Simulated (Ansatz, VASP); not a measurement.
**One calculation of Ni, two programs**

```
Ni
1.0
     0.00000    1.75846    1.75846
     1.75846    0.00000    1.75846
     1.75846    1.75846    0.00000
Ni
1
Direct
  0.00000 0.00000 0.00000
```

Alike in both runs: task single point; functional PBE; k mesh 22 × 22 × 22; occupations gaussian, width 0.05 eV; collinear spin.

|  | VASP | Ansatz |
| --- | --- | --- |
| version | VASP 6.6.1 | Ansatz 0.2.0 |
| potentials or method | VASP PAW PBE potentials, release 64 (Ni), cutoff 520 eV | scalar-relativistic, plane waves, PAW |
| valence electrons in the cell | 10 | 18 |

Ansatz gave:

* gap on the k mesh at the Fermi level (eV): none
* pressure (GPa): 0.3
* net moment per atom (μB): 0.65
* size of the moment on the site where the two differ most (μB): 0.69

Problem. What did VASP give for the same quantities?

Solution. gap on the k mesh at the Fermi level (eV): none; pressure (GPa): 0.3; net moment per atom (μB): 0.64; size of the moment on the site where the two differ most (μB): 0.66.

Site moments also hang on the region over which each program counts them. A gap of «none» marks a metal or a gap that the smearing closes. VASP's potentials hold 10 valence electrons a cell and Ansatz's 18, so a difference there can come from the potentials and not from the codes.
